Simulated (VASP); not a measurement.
# Se (P3_121) in VASP: further runs

Se is run at these levels: LDA; tasks: single point, relaxation of cell and atoms.

Program: VASP 6.6.1. These are calculated values, not measurements. Logs are shortened: lines on timing, memory, paths and dates and some standing lists are left out, and cuts for length are marked.

## Step 1: The cell of the first run

Symmetry: P3_121, No. 152, trigonal system. Conventional cell: a = 3.949 Å, b = 3.949 Å, c = 5.118 Å, α = 90.00°, β = 90.00°, γ = 120.00°. Se (site symmetry 2) has 6 Se at 2.44 to 3.10 Å within 3.2 Å.

## Step 2: Single point, LDA

File INCAR:

```
SYSTEM = Se
ALGO = Normal
EDIFF = 1E-7
ENCUT = 520
ISIF = 2
ISMEAR = 0
LASPH = .TRUE.
LCHARG = .FALSE.
LREAL = .FALSE.
LWAVE = .FALSE.
NBANDS = 16
NELM = 100
PREC = Accurate
SIGMA = 0.02
```

File KPOINTS:

```
k-points
0
G
  9 9 8
  0 0 0
```

File POSCAR:

```
Se
1.0
    3.9494212658      0.0000000000      0.0000000000
   -1.9747106329      3.4202991464      0.0000000000
    0.0000000000      0.0000000000      5.1178746728
Se
3
Direct
    0.2551593475      0.0000000000      0.3333333333
    0.0000000000      0.2551593475      0.6666666667
    0.7448406525      0.7448406525      0.0000000000
```

Potentials or basis: VASP PAW LDA potentials, release 64 (Se).

The run is started by

```console
$ cat potpaw_LDA.64/Se/POTCAR > POTCAR
$ mpirun -np 1 vasp_std > vasp.out
```

OUTCAR:

```text
SYSTEM = Se
   EDIFF = 1E-7
   ENCUT = 520
   ISIF = 2
   ISMEAR = 0
   LASPH = .TRUE.
   LREAL = .FALSE.
   NELM = 100
   PREC = Accurate

 ion  position               nearest neighbor table
   1  0.255  0.000  0.333-   3 2.44   2 2.44
   2  0.000  0.255  0.667-   3 2.44   1 2.44
   3  0.745  0.745  0.000-   2 2.44   1 2.44

  LATTYP: Found a hexagonal cell.
 ALAT       =     3.9494212658
 C/A-ratio  =     1.2958543362

  Lattice vectors:

 A1 = (   3.9494212658,   0.0000000000,   0.0000000000)
 A2 = (  -1.9747106329,   3.4202991464,   0.0000000000)
 A3 = (   0.0000000000,   0.0000000000,   5.1178746728)

Analysis of symmetry for initial positions (statically):
=====================================================================
 Subroutine PRICEL returns:
 Original cell was already a primitive cell.

 Routine SETGRP: Setting up the symmetry group for a
 hexagonal supercell.

 Subroutine GETGRP returns: Found  6 space group operations
 (whereof  2 operations were pure point group operations)
 out of a pool of 24 trial point group operations.

The static configuration has the point symmetry C_2 .
 The point group associated with its full space group is D_3 .

Analysis of symmetry for dynamics (positions and initial velocities):
=====================================================================
 Subroutine PRICEL returns:
 Original cell was already a primitive cell.

 Routine SETGRP: Setting up the symmetry group for a
 hexagonal supercell.

 Subroutine GETGRP returns: Found  6 space group operations
 (whereof  2 operations were pure point group operations)
 out of a pool of 24 trial point group operations.

The dynamic configuration has the point symmetry C_2 .
 The point group associated with its full space group is D_3 .

 Subroutine INISYM returns: Found  6 space group operations
 (whereof  2 operations are pure point group operations),
 and found     1 'primitive' translations

----------------------------------------------------------------------------------------

                                     Primitive cell

  volume of cell :      69.1333

  direct lattice vectors                    reciprocal lattice vectors
     3.949421266  0.000000000  0.000000000     0.253201655  0.146186044  0.000000000
    -1.974710633  3.420299146  0.000000000     0.000000000  0.292372087  0.000000000
     0.000000000  0.000000000  5.117874673     0.000000000  0.000000000  0.195393608

  length of vectors
     3.949421266  3.949421266  5.117874673     0.292372087  0.292372087  0.195393608

  position of ions in fractional coordinates (direct lattice)
     0.255159347  0.000000000  0.333333333
     0.000000000  0.255159347  0.666666667
     0.744840653  0.744840653  0.000000000

  ion indices of the primitive-cell ions
   primitive index   ion index
                 1           1
                 2           2
                 3           3

----------------------------------------------------------------------------------------

 KPOINTS: k-points

Automatic generation of k-mesh.
 Grid dimensions read from file:
 generate k-points for:    9    9    8

 Generating k-lattice:

  Cartesian coordinates                     Fractional coordinates (reciprocal lattice)
     0.028133517  0.016242894  0.000000000     0.111111111 -0.000000000  0.000000000
     0.000000000  0.032485787  0.000000000     0.000000000  0.111111111  0.000000000
     0.000000000  0.000000000  0.024424201     0.000000000  0.000000000  0.125000000

  Length of vectors
     0.032485787  0.032485787  0.024424201

  Shift w.r.t. Gamma in fractional coordinates (k-lattice)
     0.000000000  0.000000000  0.000000000

 Subroutine IBZKPT returns following result:
 ===========================================

 Found     81 irreducible k-points:

 Following reciprocal coordinates:
            Coordinates               Weight
  0.000000  0.000000  0.000000      1.000000
  0.111111  0.000000  0.000000      6.000000
  0.222222  0.000000  0.000000      6.000000
  0.333333  0.000000  0.000000      6.000000
  0.444444  0.000000  0.000000      6.000000
  0.111111  0.111111  0.000000      6.000000
[... 16 lines left out ...]
  0.222222  0.111111  0.125000     12.000000
 -0.111111  0.333333  0.125000     12.000000
 [... further k-points ...]
   k-points           NKPTS =     81   k-points in BZ     NKDIM =     81   number of bands    NBANDS=     16
   number of dos      NEDOS =    301   number of ions     NIONS =      3
   total plane-waves  NPLWV =  36000
   dimension x,y,z NGX =    30 NGY =   30 NGZ =   40
   dimension x,y,z NGXF=    60 NGYF=   60 NGZF=   80
   ions per type =               3
   NGX,Y,Z   is equivalent  to a cutoff of  12.63, 12.63, 12.99 a.u.
   NGXF,Y,Z  is equivalent  to a cutoff of  25.26, 25.26, 25.99 a.u.
 SYSTEM =  Se
   PREC   = accura    normal or accurate (medium, high low for compatibility)
   ISTART =      0    job   : 0-new  1-cont  2-samecut
   ICHARG =      2    charge: 1-file 2-atom 10-const
   ISPIN  =      1    spin polarized calculation?
   LNONCOLLINEAR =      F non collinear calculations
   LSORBIT =      F    spin-orbit coupling
   LASPH  =      T    aspherical Exc in radial PAW
   ENCUT  =  520.0 eV  38.22 Ry    6.18 a.u.   7.34  7.34  9.52*2*pi/ulx,y,z
   NELM   =    100;   NELMIN=  2; NELMDL= -5     # of ELM steps
   EDIFF  = 0.1E-06   stopping-criterion for ELM
   LREAL  =      F    real-space projection
   EDIFFG = 0.1E-05   stopping-criterion for IOM
   NSW    =      0    number of steps for IOM
   IBRION =     -1    ionic relax: 0-MD 1-quasi-New 2-CG
   NFREE  =      0    steps in history (QN), initial steepest desc. (CG)
   ISIF   =      2    stress and relaxation
   ISYM   =      2    0-nonsym 1-usesym 2-fastsym
   POTIM  = 0.5000    time-step for ionic-motion
   TEBEG  =    0.0;   TEEND  =   0.0 temperature during run
   PSTRESS=    0.0 pullay stress
   NELECT =      18.0000    total number of electrons
   NUPDOWN=      -1.0000    fix difference up-down
   EMIN   =  10.00;   EMAX   =-10.00  energy-range for DOS
   EFERMI =   0.00;   METHOD = LEGACY
   ISMEAR =     0;   SIGMA  =   0.02  broadening in eV -4-tet -1-fermi 0-gaus
   EFERMI_NEDOS =   21; number of points for ismear=-14 and -15
   IALGO  =     38    algorithm
   IMIX   =      4    mixing-type and parameters
     AMIX     =   0.40;   BMIX     =  1.00
     AMIX_MAG =   1.60;   BMIX_MAG =  1.00
  volume/ion in A,a.u.               =      23.04       155.51
  Fermi-wavevector in a.u.,A,eV,Ry     =   1.045370  1.975462 14.868419  1.092798
  Thomas-Fermi vector in A             =   2.180162
   LORBIT       =      0    0 simple, 1 ext, 2 COOP (PROOUT), +10 PAW based schemes
   GGA     = CA    functional components
   LHFCALC =     F    Hartree Fock is set to
   AEXX    =    0.0000 exact exchange contribution
   IVDW    =     0    specifies the selected vdW correction
   LEPSILON=     F    determine dielectric tensor
   LRPA    =     F    only Hartree local field effects (RPA)
 non-spin polarized calculation
 Gauss-broadening in eV      SIGMA  =   0.02
  energy-cutoff  :      520.00
  volume of cell :       69.13
 maximum number of plane-waves:      1892
 NGX is ok and might be reduce to    30
   NGX = 15   NGY = 15   NGZ = 19

 number of electron      18.0000000 magnetization

 Free energy of the ion-electron system (eV)
  ---------------------------------------------------
  ext. energy  EPLUGINS =         0.00000000
  ---------------------------------------------------
  free energy    TOTEN  =       -12.47733007 eV

  energy without entropy =      -12.47733007  energy(sigma->0) =      -12.47733007

 E-fermi :   4.5561     XC(G=0): -10.0065

 val. band max:        4.4451559348   @ k =   0.3333   0.3333   0.5000
 cond. band min:       4.7272789426   @ k =   0.3333   0.3333   0.5000
 fundamental gap:      0.2821230078
 Fermi energy:         4.5560708273

 k-point     1 :       0.0000    0.0000    0.0000
  band No.  band energies     occupation
      1     -11.9284      2.00000
      2      -7.7223      2.00000
      3      -7.7223      2.00000
      4       0.6669      2.00000
      5       1.0022      2.00000
      6       1.0022      2.00000
[... 8 lines left out ...]
     15      11.4443      0.00000
     16      12.6261      0.00000

 k-point     2 :       0.1111    0.0000    0.0000
  band No.  band energies     occupation
      1     -11.8322      2.00000
      2      -7.7546      2.00000
      3      -7.6940      2.00000
      4      -0.0332      2.00000
      5       0.5667      2.00000
      6       0.9006      2.00000
[... 8 lines left out ...]
     15      11.9148      0.00000
     16      12.5220      0.00000

 k-point     3 :       0.2222    0.0000    0.0000
  band No.  band energies     occupation
      1     -11.5595      2.00000
      2      -7.8909      2.00000
      3      -7.6181      2.00000
      4      -0.9194      2.00000
      5      -0.0503      2.00000
      6       0.5439      2.00000
[... 8 lines left out ...]
     15      12.4805      0.00000
     16      13.1363      0.00000

 k-point     4 :       0.3333    0.0000    0.0000
  band No.  band energies     occupation
      1     -11.1725      2.00000
      2      -8.1766      2.00000
      3      -7.5247      2.00000
      4      -1.3708      2.00000
      5      -0.5420      2.00000
      6       0.2384      2.00000
[... 8 lines left out ...]
     15      13.4293      0.00000
     16      14.2674      0.00000

 k-point     5 :       0.4444    0.0000    0.0000
  band No.  band energies     occupation
      1     -10.8366      2.00000
      2      -8.4812      2.00000
      3      -7.4595      2.00000
      4      -1.4257      2.00000
      5      -0.8035      2.00000
      6       0.2042      2.00000
[... 8 lines left out ...]
     15      14.8340      0.00000
     16      15.3278      0.00000

 k-point     6 :       0.1111    0.1111    0.0000
  band No.  band energies     occupation
      1     -11.6474      2.00000
      2      -7.8231      2.00000
      3      -7.6591      2.00000
      4      -0.6342      2.00000
      5      -0.1605      2.00000
      6       0.9484      2.00000
[... 8 lines left out ...]
     15      12.4503      0.00000
     16      12.6960      0.00000

 k-point     7 :       0.2222    0.1111    0.0000
  band No.  band energies     occupation
      1     -11.3136      2.00000
      2      -8.0076      2.00000
      3      -7.6144      2.00000
      4      -1.1778      2.00000
      5      -0.6678      2.00000
      6       0.6681      2.00000
[... 8 lines left out ...]
     15      13.1183      0.00000
     16      13.6841      0.00000

 k-point     8 :       0.3333    0.1111    0.0000
  band No.  band energies     occupation
      1     -10.9341      2.00000
      2      -8.3057      2.00000
      3      -7.5709      2.00000
      4      -1.3680      2.00000
      5      -0.8625      2.00000
      6       0.3422      2.00000
[... 8 lines left out ...]
     15      14.2330      0.00000
     16      14.7143      0.00000

 k-point     9 :       0.4444    0.1111    0.0000
  band No.  band energies     occupation
      1     -10.7430      2.00000
      2      -8.4788      2.00000
      3      -7.5525      2.00000
      4      -1.3501      2.00000
      5      -0.8974      2.00000
      6       0.4046      2.00000
[... 8 lines left out ...]
     15      14.1681      0.00000
     16      15.4034      0.00000
[... 172 lines left out ...]
 k-point    19 :       0.0000    0.3333    0.1250
  band No.  band energies     occupation
      1     -11.1019      2.00000
      2      -8.6043      2.00000
      3      -7.1160      2.00000
      4      -1.5172      2.00000
      5      -0.8336      2.00000
      6       0.2945      2.00000
[... 8 lines left out ...]
     15      13.6986      0.00000
     16      14.4275      0.00000

 k-point    20 :       0.4444    0.0000    0.1250
  band No.  band energies     occupation
      1     -10.7831      2.00000
      2      -8.5972      2.00000
      3      -7.4402      2.00000
      4      -1.2385      2.00000
      5      -1.0025      2.00000
      6       0.3009      2.00000
[... 8 lines left out ...]
     15      14.2839      0.00000
     16      14.6960      0.00000

 k-point    21 :       0.0000    0.4444    0.1250
  band No.  band energies     occupation
      1     -10.7725      2.00000
      2      -8.6974      2.00000
      3      -7.2963      2.00000
      4      -1.5276      2.00000
      5      -1.1079      2.00000
      6       0.1484      2.00000
[... 8 lines left out ...]
     15      14.6284      0.00000
     16      15.1898      0.00000

 k-point    22 :       0.1111    0.1111    0.1250
  band No.  band energies     occupation
      1     -11.5773      2.00000
      2      -8.5325      2.00000
      3      -6.9719      2.00000
      4      -0.5797      2.00000
      5      -0.1675      2.00000
      6       0.9472      2.00000
[... 8 lines left out ...]
     15      12.3300      0.00000
     16      12.8233      0.00000

 k-point    23 :       0.2222    0.1111    0.1250
  band No.  band energies     occupation
      1     -11.2497      2.00000
      2      -8.4540      2.00000
      3      -7.2435      2.00000
      4      -1.0635      2.00000
      5      -0.5314      2.00000
      6       0.7405      2.00000
[... 8 lines left out ...]
     15      12.8479      0.00000
     16      13.3478      0.00000

 k-point    24 :      -0.1111    0.3333    0.1250
  band No.  band energies     occupation
      1     -11.2446      2.00000
      2      -8.5323      2.00000
      3      -7.1201      2.00000
      4      -1.2738      2.00000
      5      -0.6887      2.00000
      6       0.5593      2.00000
[... 8 lines left out ...]
     15      13.4636      0.00000
     16      14.0872      0.00000

 [... further k-points ...]

------------------------ aborting loop because EDIFF is reached ----------------------------------------

  FORCE on cell =-STRESS in cart. coord.  units (eV):
  Direction    XX          YY          ZZ          XY          YZ          ZX
  --------------------------------------------------------------------------------------
  -------------------------------------------------------------------------------------
  Total        0.0740553      0.0740553      0.1439349      0.0000000      0.0000000      0.0000000
  in kB        1.7162471      1.7162471      3.3357194      0.0000000      0.0000000      0.0000000
  external PRESSURE =       2.2560712 kB  Pullay stress =       0.0000000 kB

 VOLUME and BASIS-vectors are now :
 -----------------------------------------------------------------------------
  energy-cutoff  :      520.00
  volume of cell :       69.13
      direct lattice vectors                 reciprocal lattice vectors
     3.949421266  0.000000000  0.000000000     0.253201655  0.146186044  0.000000000
    -1.974710633  3.420299146  0.000000000     0.000000000  0.292372087  0.000000000
     0.000000000  0.000000000  5.117874673     0.000000000  0.000000000  0.195393608

 POSITION                                       TOTAL-FORCE (eV/Angst)
 -----------------------------------------------------------------------------------
      1.00773      0.00000      1.70596         0.038658      0.000000      0.000000
     -0.50387      0.87272      3.41192        -0.019329      0.033479     -0.000000
      1.47084      2.54758      0.00000        -0.019329     -0.033479     -0.000000
 -----------------------------------------------------------------------------------
    total drift:                               -0.000000     -0.000000      0.000000

  FREE ENERGIE OF THE ION-ELECTRON SYSTEM (eV)
  ---------------------------------------------------
  free  energy   TOTEN  =       -12.4773300737 eV

  energy  without entropy=      -12.4773300737  energy(sigma->0) =      -12.47733007
```

Wall time 44 s (1 thread of AMD EPYC 9R14 (Zen 4), shared host); peak memory 0.16 GiB.

Results:

```yaml
Free_energy: -12.4773 eV
Pressure: 0.2 GPa
Largest_force: 0.039 eV/Å
Band_gap_on_the_k_mesh: 0.28 eV
```

Forces on the atoms (eV/Å):
```
Se   0.039  0.000  0.000
Se  -0.019  0.033  0.000
Se  -0.019 -0.033  0.000
```

Levels at points of the mesh, in eV from the valence-band top:
| k point | band 6 | band 7 | band 8 | band 9 | band 10 | band 11 | band 12 | band 13 |
| --- | --- | --- | --- | --- | --- | --- | --- | --- |
| (0.00, 0.00, 0.00) | -3.44 | -1.99 | -1.99 | -0.71 | 1.32 | 1.32 | 1.98 | 6.17 |
| (0.00, 0.00, 0.50) | -3.19 | -1.52 | -1.35 | -1.35 | 0.73 | 0.73 | 0.73 | 5.25 |

Caveat: an odd mesh through Γ misses points on the zone boundary, where band edges can lie.

## Step 3: Relaxation of cell and atoms, LDA

This run uses another cell than the first one, of 27.26 Å³/atom.

File INCAR:

```
PREC = Accurate
ENCUT = 600
EDIFF = 1E-7
ISMEAR = 0
SIGMA = 0.02
LREAL = F
LASPH = T
NELM = 100
ALGO = Normal
ISIF = 3
LWAVE = F
LCHARG = F
IBRION = 2
NSW = 80
EDIFFG = -0.01
```

File KPOINTS:

```
regular mesh
0
Gamma
  9 9 8
```

File POSCAR:

```
Se
1.0
    4.3662000000      0.0000000000      0.0000000000
   -2.1831000000      3.7812401180      0.0000000000
    0.0000000000      0.0000000000      4.9536000000
Se
3
Direct
    0.2254000000      0.0000000000      0.3333333333
    0.0000000000      0.2254000000      0.6666666667
    0.7746000000      0.7746000000      0.0000000000
```

Potentials or basis: VASP PAW LDA potentials, release 64 (Se).

The run is started by

```console
$ cat potpaw_LDA.64/Se/POTCAR > POTCAR
$ mpirun -np 1 vasp_std > vasp.out
```

Run time: 7.7 min. Hardware: 1 thread of AMD EPYC 9R14 (Zen 4), shared host; peak memory 0.21 GiB.

The run converged. Its results:

```yaml
Free_energy: -12.4783 eV
Relaxed_volume: 23.05 Å³/atom
Relaxed_cell: a = 3.949 Å, b = 3.949 Å, c = 5.122 Å, α = 90.00°, β = 90.00°, γ = 120.00°
Space_group_after_relaxing_to_0.1_Å: P3_121 (No. 152)
Energy_gained_by_relaxing: 51.3 meV/atom
Ionic_steps: 16
Pressure_after_relaxing: 0.0 GPa
Band_gap_on_the_k_mesh: 0.28 eV
```

Forces on the atoms (eV/Å):
```
Se   0.002  0.000  0.000
Se  -0.001  0.002  0.000
Se  -0.001 -0.002  0.000
```

The path:
| step | energy change (eV) | largest force (eV/Å) | pressure (GPa) | volume (Å³) |
| --- | --- | --- | --- | --- |
| 1 | 0.0000 | 0.2626 | -1.07 | 81.78 |
| 2 | -0.0284 | 0.3230 | -0.56 | 79.64 |
| 3 | -0.0834 | 0.5200 | 1.68 | 73.40 |
| 4 | 0.0923 | 0.8894 | 11.39 | 61.73 |
| 5 | -0.0768 | 0.6533 | 2.80 | 71.92 |
| 6 | -0.0856 | 0.6061 | 2.67 | 71.63 |
| 7 | -0.1080 | 0.4766 | 2.35 | 70.76 |
| 8 | -0.1360 | 0.2631 | 1.95 | 69.02 |
| 9 | -0.1310 | 0.0204 | 2.22 | 65.53 |
| 10 | -0.1433 | 0.1180 | 1.94 | 67.37 |
| 11 | -0.1495 | 0.0711 | 1.18 | 68.14 |
| 12 | -0.1531 | 0.0099 | -0.05 | 69.48 |
| 13 | -0.1531 | 0.0036 | 0.04 | 69.37 |
| 14 | -0.1533 | 0.0030 | 0.04 | 69.35 |
| 15 | -0.1536 | 0.0013 | 0.03 | 69.29 |
| 16 | -0.1539 | 0.0022 | 0.01 | 69.16 |

Final structure:
```
Se
1.0
     3.94850    0.00000    0.00000
    -1.97425    3.41950    0.00000
     0.00000    0.00000    5.12236
Se
3
Direct
  0.25606 0.00000 0.33333
  0.00000 0.25606 0.66667
  0.74394 0.74394 0.00000
```

Levels at points of the mesh, in eV from the valence-band top:
```csv
k point,band 5,band 6,band 7,band 8,band 9,band 10,band 11,band 12,band 13
"(0.00, 0.00, 0.00)",-3.43,-3.43,-1.99,-1.99,-0.72,1.31,1.31,1.97,6.17
"(0.00, 0.00, 0.50)",-3.19,-3.19,-1.52,-1.34,-1.34,0.71,0.71,0.72,5.25
```

Caveat: the volume moved by over 15 % at a fixed basis, so the end points are rough; an odd mesh through Γ misses points on the zone boundary, where band edges can lie. LDA usually gives volumes a few per cent too small.
